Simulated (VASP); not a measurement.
# Pd (Fm-3m) in VASP: notebook, part 2 of 2

VASP 6.6.1.

## Step 3: Single point, LDA (volume scaled by 0.72)

INCAR

```
PREC = Accurate ; ENCUT = 500
EDIFF = 1E-6 ; ISMEAR = -1
SIGMA = 0.08 ; LREAL = False
LASPH = True ; NELM = 120
ALGO = Normal ; ISIF = 2
LWAVE = False ; LCHARG = False
GGA = CA ; NBANDS = 11
GGA_COMPAT = False
```

KPOINTS

```
regular mesh
0
Gamma
  19 19 19
```

POSCAR

```
Pd
1.0
    0.0000000000      1.7213921876      1.7213921876
    1.7213921876      0.0000000000      1.7213921876
    1.7213921876      1.7213921876      0.0000000000
Pd
1
Direct
    0.0000000000      0.0000000000      0.0000000000
```

Potentials or basis: VASP PAW LDA potentials, release 64 (Pd).

The run is started by

```sh
cat potpaw_LDA.64/Pd/POTCAR > POTCAR
mpirun -np 1 vasp_std > vasp.out
```

OUTCAR:

```text
PREC = Accurate
   ENCUT = 500
   EDIFF = 1E-6
   ISMEAR = -1
   LREAL = False
   LASPH = True
   NELM = 120
   ISIF = 2
   GGA = CA

 ion  position               nearest neighbor table
   1  0.000  0.000  0.000-

  LATTYP: Found a face centered cubic cell.
 ALAT       =     3.4427843752

  Lattice vectors:

 A1 = (   0.0000000000,   1.7213921876,   1.7213921876)
 A2 = (   1.7213921876,   0.0000000000,   1.7213921876)
[... 513 lines left out ...]
      9      41.6110      0.00000
     10      44.2869      0.00000
     11      45.4777      0.00000

 [... further k-points ...]

------------------------ aborting loop because EDIFF is reached ----------------------------------------

  FORCE on cell =-STRESS in cart. coord.  units (eV):
  Direction    XX          YY          ZZ          XY          YZ          ZX
  --------------------------------------------------------------------------------------
  -------------------------------------------------------------------------------------
  Total       11.2856424     11.2856424     11.2856424      0.0000000      0.0000000      0.0000000
  in kB     1772.4230426   1772.4230426   1772.4230426      0.0000000      0.0000000      0.0000000
  external PRESSURE =    1772.4230426 kB  Pullay stress =       0.0000000 kB

 VOLUME and BASIS-vectors are now :
 -----------------------------------------------------------------------------
  energy-cutoff  :      500.00
  volume of cell :       10.20
      direct lattice vectors                 reciprocal lattice vectors
     0.000000000  1.721392188  1.721392188    -0.290462571  0.290462571  0.290462571
     1.721392188  0.000000000  1.721392188     0.290462571 -0.290462571  0.290462571
     1.721392188  1.721392188  0.000000000     0.290462571  0.290462571 -0.290462571

 POSITION                                       TOTAL-FORCE (eV/Angst)
 -----------------------------------------------------------------------------------
      0.00000      0.00000      0.00000        -0.000000      0.000000      0.000000
 -----------------------------------------------------------------------------------
    total drift:                                0.000000     -0.000000      0.000000

  FREE ENERGIE OF THE ION-ELECTRON SYSTEM (eV)
  ---------------------------------------------------
  free  energy   TOTEN  =        -4.9407210116 eV

  energy  without entropy=       -4.9103369096  energy(sigma->0) =       -4.92552896
```

OSZICAR:

```text
N       E                     dE             d eps       ncg     rms          rms(c)
DAV:   1     0.430481746259E+02    0.43048E+02   -0.51900E+03  4907   0.868E+02
DAV:   2    -0.481042943026E+01   -0.47859E+02   -0.46316E+02  5385   0.197E+02
DAV:   3    -0.532836646569E+01   -0.51794E+00   -0.51707E+00  5873   0.214E+01
DAV:   4    -0.532980212703E+01   -0.14357E-02   -0.14355E-02  5879   0.115E+00
DAV:   5    -0.532981082222E+01   -0.86952E-05   -0.86933E-05  6017   0.831E-02    0.235E+01
DAV:   6    -0.503119773610E+01    0.29861E+00   -0.43776E-01  5389   0.594E+00    0.127E+01
DAV:   7    -0.494732941533E+01    0.83868E-01   -0.95661E-02  5521   0.245E+00    0.280E+00
DAV:   8    -0.494076634151E+01    0.65631E-02   -0.11660E-02  5476   0.116E+00    0.226E-01
DAV:   9    -0.494070645868E+01    0.59883E-04   -0.16677E-04  5828   0.130E-01    0.223E-02
DAV:  10    -0.494072107413E+01   -0.14615E-04   -0.50421E-06  6561   0.181E-02    0.311E-03
DAV:  11    -0.494072101164E+01    0.62493E-07   -0.38729E-08  3551   0.196E-03
   1 F= -.49407210E+01 E0= -.49255290E+01  d E =-.303841E-01
```

stdout:

```text
POSCAR found type information on POSCAR Pd
 POSCAR found :  1 types and       1 ions
 scaLAPACK will be used
 LDA part: xc-table for (Slater(with rela. corr.)+CA(PZ))
 , standard interpolation
 POSCAR, INCAR and KPOINTS ok, starting setup
 FFT: planning ... GRIDC
 FFT: planning ... GRID_SOFT
 FFT: planning ... GRID
 WAVECAR not read
 entering main loop
```

It used 20 s of CPU time on 1 thread of AMD EPYC 7R13 Processor (Zen 3), with other jobs on the host.

What came out:

| Item | Value |
| --- | --- |
| Free energy | -4.9407 eV |
| Pressure | 177.2 GPa |
| Band gap on the k mesh | zero (band 5 reaches 18.05 eV, above the bottom of band 6 at 15.08 eV) |

## Step 4: Single point, LDA (volume scaled by 0.8)

INCAR

```
PREC = Accurate
ENCUT = 500
EDIFF = 1E-6
ISMEAR = -1
SIGMA = 0.08
LREAL = False
LASPH = True
NELM = 120
ALGO = Normal
ISIF = 2
LWAVE = False
LCHARG = True
LELF = True
LVHAR = True
NBANDS = 11
GGA_COMPAT = False
```

KPOINTS is that of step 3.

POSCAR

```
Pd
1.0
    0.0000000000      1.7829219203      1.7829219203
    1.7829219203      0.0000000000      1.7829219203
    1.7829219203      1.7829219203      0.0000000000
Pd
1
Direct
    0.0000000000      0.0000000000      0.0000000000
```

The run is started by

```sh
cat potpaw_LDA.64/Pd/POTCAR > POTCAR
mpirun -np 1 vasp_std > vasp.out
```

It used 44 s of CPU time on 1 thread of AMD EPYC 7R13 Processor (Zen 3), with other jobs on the host.

It converged, with:

| Item | Value |
| --- | --- |
| Free energy | -5.8665 eV |
| Pressure | 91.8 GPa |
| Band gap on the k mesh | zero (band 5 reaches 15.35 eV, above the bottom of band 6 at 12.87 eV) |

Levels at points of the mesh, in eV from the Fermi level:
```csv
k point,band 3,band 4,band 5,band 6,band 7,band 8
"(0.00, 0.00, 0.00)",-4.41,-4.41,-1.89,-1.89,16.73,23.05
```

## Step 5: Single point, LDA (volume scaled by 0.8)

INCAR

```
SYSTEM = Pd
ALGO     = Normal         ! electronic algorithm
EDIFF    = 1E-6           ! SCF threshold, eV
ENCUT    = 500            ! plane-wave cutoff, eV
GGA_COMPAT= .False.      
ISIF     = 2              ! what is computed and relaxed
ISMEAR   = -1             ! smearing method
LASPH    = .True.         ! aspherical terms in the spheres
LCHARG   = .False.        ! write CHGCAR
LREAL    = .False.        ! projectors in reciprocal space
LWAVE    = .False.        ! write WAVECAR
NBANDS   = 11             ! bands
NELM     = 120            ! most SCF steps
PREC     = Accurate       ! precision mode
SIGMA    = 0.08           ! smearing width, eV
```

KPOINTS

```
k-points
0
Gamma
  19 19 19
  0 0 0
```

POSCAR is that of step 4.

The run is started by

```sh
cat potpaw_LDA.64/Pd/POTCAR > POTCAR
mpirun -np 1 vasp_std > vasp.out
```

It used 30 s of CPU time on 1 thread of AMD EPYC 7R13 Processor (Zen 3), on a shared host.

It converged, with:

- Free energy: -5.8665 eV
- Pressure: 91.8 GPa
- Band gap on the k mesh: zero (band 5 reaches 15.35 eV, above the bottom of band 6 at 12.87 eV)

Levels at points of the mesh, in eV from the Fermi level:
```csv
k point,band 3,band 4,band 5,band 6,band 7,band 8
"(0.00, 0.00, 0.00)",-4.41,-4.41,-1.89,-1.89,16.73,23.05
```

## Step 6: Overview

```csv
cell,gap on the mesh (eV),pressure (GPa)
"a = 2.341 Å, angles 60.0°, 1 atom",none,324.0
"a = 2.434 Å, angles 60.0°, 1 atom",none,177.2
"a = 2.521 Å, angles 60.0°, 1 atom",none,91.8
```

Alike in all rows: task single point; level LDA; potentials or basis VASP PAW LDA potentials, release 64 (Pd); no spin polarisation; k mesh 19 × 19 × 19; cutoff (eV) 500; smearing fermi-dirac 0.08 eV.

Total energies depend on the potentials used, so only differences within one code and one set of settings carry meaning.
